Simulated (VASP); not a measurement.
Here is a VASP 6.6.1 calculation.

The input INCAR:

```
SYSTEM = Si36W17
PREC = Accurate
ENCUT = 520
EDIFF = 1E-6
ISMEAR = 1
SIGMA = 0.1
LREAL = Auto
LASPH = .True.
NELM = 100
ALGO = Normal
ISIF = 2
LWAVE = .False.
LCHARG = .True.
GGA = PE
LELF = .True.
LVHAR = .True.
NBANDS = 223
LUSENCCL = .False.
```

KPOINTS

```
Automatic mesh
0
Gamma
  2 2 2
  0 0 0
```

File POSCAR:

```
Si36W17
1.0
    9.6876021900      0.0000000000      0.0000000000
    0.0000000000      9.6876021900      0.0000000000
   -3.2292007300     -3.2292007300      7.8679106400
Si W
36 17
Direct
    0.1143749592      0.1076052758      0.3297302319
    0.2220952485      0.2251444034      0.1679011189
    0.1363611198      0.1189112910      0.8422410095
    0.2264136939      0.2189548823      0.6614667144
    0.1059696605      0.4493541157      0.3372806481
    0.2215673245      0.5503348500      0.1644109929
    0.1146777348      0.4403163126      0.8330498782
    0.2170792595      0.5491942594      0.6553586125
    0.1080463291      0.7688942742      0.3345372260
    0.2197512433      0.8794729035      0.1635227011
    0.1074611608      0.7738205832      0.8274121680
    0.2143870116      0.8765151497      0.6541027517
    0.4386874663      0.1057134303      0.3284595007
    0.5556025132      0.2202880632      0.1657887411
    0.4435668544      0.1016931962      0.8293997350
    0.5486792355      0.2192641813      0.6624097856
    0.4528529791      0.4486311914      0.3376877448
    0.5539699194      0.5566507685      0.1689102814
    0.4435877900      0.4453290877      0.8310991697
    0.5538745689      0.5498756433      0.6555899318
    0.4483033020      0.7686118716      0.3331719334
    0.5511568020      0.8836555914      0.1609094279
    0.4424195469      0.7729333249      0.8281044737
    0.5563163659      0.8758475501      0.6540047588
    0.7752455694      0.1063319546      0.3263289477
    0.8890464190      0.2207307850      0.1674454706
    0.7589173505      0.1190183457      0.8433710427
    0.8881599238      0.2292275198      0.6653287308
    0.7821706193      0.4595856351      0.3499809703
    0.8922341935      0.5518618356      0.1694115580
    0.7753890065      0.4411713191      0.8366575704
    0.8907196676      0.5294337755      0.6746365386
    0.7748031934      0.7804859205      0.3206270528
    0.8908003761      0.8834293055      0.1598468841
    0.7768329766      0.7735203922      0.8271228917
    0.9023050496      0.9886438550      0.7050299951
   -0.0006241445     -0.0007710333     -0.0028336621
    0.0015336030     -0.0019245283      0.4943622491
   -0.0007090445      0.3292464943     -0.0023860210
    0.0009539453      0.3232378230      0.4972086211
    0.0014903077      0.6586806914      0.0021588959
   -0.1380426722      0.7305685523      0.5793874903
    0.3312871689     -0.0070489783     -0.0047112889
    0.3333594370     -0.0036505822      0.4967231046
    0.3368703563      0.3317264622     -0.0008215650
    0.3328243466      0.3287508928      0.4967042940
    0.3281604706      0.6628273919     -0.0086754925
    0.3332320432      0.6622997462      0.4974795952
    0.6647676519     -0.0075193467     -0.0051884168
    0.6617834618     -0.0023167844      0.4951689436
    0.6656472998      0.3353965383      0.0056321179
    0.6630485346      0.3216791292      0.4977400201
    0.6671120377      0.6648848612     -0.0029762666
```

Potentials or basis: VASP PAW PBE potentials, release 64 (Si, W_sv).

Run with:

```sh
$ cat potpaw_PBE.64/Si/POTCAR potpaw_PBE.64/W_sv/POTCAR > POTCAR
$ mpirun -np 1 vasp_std > vasp.out
```

**Question.** What does it give for the largest force?

**Answer.** 0.185 eV/Å.

**Question.** Predict the band gap on the k mesh.

**Answer.** Zero (bands 191 and 192 overlap by 0.43 eV).

**Question.** What does it give for the pressure?

**Answer.** 2.4 GPa.

Stress tensor (GPa, compression positive):
```
 2.76  0.14  0.07
 0.14  2.65 -0.12
 0.07 -0.12  1.87
```

Caveat: the k points lie up to 0.40 Å⁻¹ apart; spin-orbit coupling is left out, which moves the levels of the heavy elements.
